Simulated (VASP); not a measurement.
Input of a VASP 6.6.1 run:

File INCAR:

```
SYSTEM = Si2Mo
ALGO = Normal ; EDIFF = 1E-6
ENCUT = 520 ; GGA = PE
ISIF = 2 ; ISMEAR = 0
LASPH = .TRUE. ; LCHARG = .TRUE.
LELF = .TRUE. ; LREAL = .FALSE.
LVHAR = .TRUE. ; LWAVE = .FALSE.
NBANDS = 18 ; NELM = 100
PREC = Accurate ; SIGMA = 0.1
```

File KPOINTS:

```
k-points
0
G
  18 18 18
  0 0 0
```

File POSCAR:

```
Si2Mo
1.0
   -1.5731916934      1.5731916934      3.8679142118
    1.5731916934     -1.5731916934      3.8679142118
    1.5731916934      1.5731916934     -3.8679142118
Si Mo
2 1
Direct
    0.3342304931      0.3342304931      0.0000000000
    0.6657695069      0.6657695069      0.0000000000
    0.0000000000      0.0000000000      0.0000000000
```

Potentials or basis: VASP PAW PBE potentials, release 64 (Si, Mo_sv).

Command:

```console
$ cat potpaw_PBE.64/Si/POTCAR potpaw_PBE.64/Mo_sv/POTCAR > POTCAR
$ mpirun -np 1 vasp_std > vasp.out
```

(1) Predict the largest force.

(2) What does it give for the band gap on the k mesh?

(3) Predict the pressure.

Results:

(1) 0.011 eV/Å.

(2) zero (band 11 reaches 13.55 eV, above the bottom of band 12 at 12.55 eV).

(3) 14.7 GPa.
